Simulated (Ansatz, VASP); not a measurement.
One calculation of SnPb3S4, two programs

```
CELL_PARAMETERS angstrom
6.00549 0.01126 0.01209
0.01091 6.00562 -0.01298
0.01178 -0.01303 6.00530
ATOMIC_POSITIONS crystal
Sn 0.98375 0.01599 0.01610
Pb 0.49703 0.50265 0.00570
Pb 0.99392 0.50294 0.50238
Pb 0.49684 0.00590 0.50260
S 0.99623 0.00414 0.46608
S 0.53349 0.00420 0.00437
S 0.99629 0.46623 0.00468
S 0.50245 0.49795 0.49810
```

Change from the starting cell: cell x1, atoms moved at random (sigma 0.05 Å) and cell strained at random (1.5 %), then relaxed without symmetry.

Alike in both runs: functional PBE; k mesh 4 × 4 × 4; occupations gaussian, width 0.2 eV; no spin polarisation.

Ansatz relaxed the structure, and its values are those at the end. VASP's run is a single point on that final structure, the one shown.

|  | VASP | Ansatz |
| --- | --- | --- |
| version | VASP 6.6.1 | Ansatz 0.2.0 |
| potentials or method | VASP PAW PBE potentials, release 64 (Sn_d, Pb_d, S), cutoff 520 eV | scalar-relativistic, plane waves, PAW |
| valence electrons in the cell | 80 | 80 |

VASP gave:

| Item | Value |
| --- | --- |
| gap on the k mesh at the Fermi level (eV) | 0.17 |
| least direct gap on the mesh (eV) | 0.17 |
| pressure (GPa) | -0.1 |
| rms of the force components (eV/Å) | 0.005 |

Q: Estimate Ansatz's values.

A: gap on the k mesh at the Fermi level (eV): 0.16; least direct gap on the mesh (eV): 0.16; pressure (GPa): 0.0; rms of the force components (eV/Å): 0.005.

The functional is the same, so the differences come from potentials, cutoffs and numerics.

Spin-orbit coupling is off throughout.
